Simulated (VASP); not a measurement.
Write the native input for VASP 6.6.1 that does the following.

```yaml
Task: single point
Functional: LDA
Potentials_or_basis: VASP PAW LDA potentials, release 64 (Mg)
Cutoff: 520 eV
k_mesh: 15 × 15 × 8
Occupations: fermi-dirac, width 0.1 eV
Spin: no spin polarisation
Dipole_correction: no
Further_INCAR_settings: ALGO = Normal; EDIFF = 1e-06; NBANDS = 9
```

The structure of Mg lies in POSCAR:

```
Mg
1.0
    2.9399577358      0.0000000000      0.0000000000
   -1.4699788679      2.5460780853      0.0000000000
    0.0000000000      0.0000000000      4.7218450893
Mg
2
Direct
    0.3333333333      0.6666666667      0.2500000000
    0.6666666667      0.3333333333      0.7500000000
```

The input as run:

INCAR

```
SYSTEM = Mg
PREC = Accurate ; ENCUT = 520
EDIFF = 1E-6 ; ISMEAR = -1
SIGMA = 0.1 ; LREAL = .FALSE.
LASPH = .TRUE. ; NELM = 100
ALGO = Normal ; ISIF = 2
LWAVE = .FALSE. ; LCHARG = .FALSE.
NBANDS = 9
```

KPOINTS

```
Automatic mesh
0
G
  15 15 8
  0 0 0
```

Potentials or basis: VASP PAW LDA potentials, release 64 (Mg).

Launch:

```sh
$ cat potpaw_LDA.64/Mg/POTCAR > POTCAR
$ mpirun -np 1 vasp_std > vasp.out
```

It gave:

```yaml
Pressure: 11.7 GPa
Band_gap_on_the_k_mesh: zero (bands 2 and 3 overlap by 2.10 eV)
```

Caveat: the cell stands under pressure.

Wall time 46 s on 1 thread of Intel Xeon 8259CL, on a shared host, peak memory 0.16 GiB.
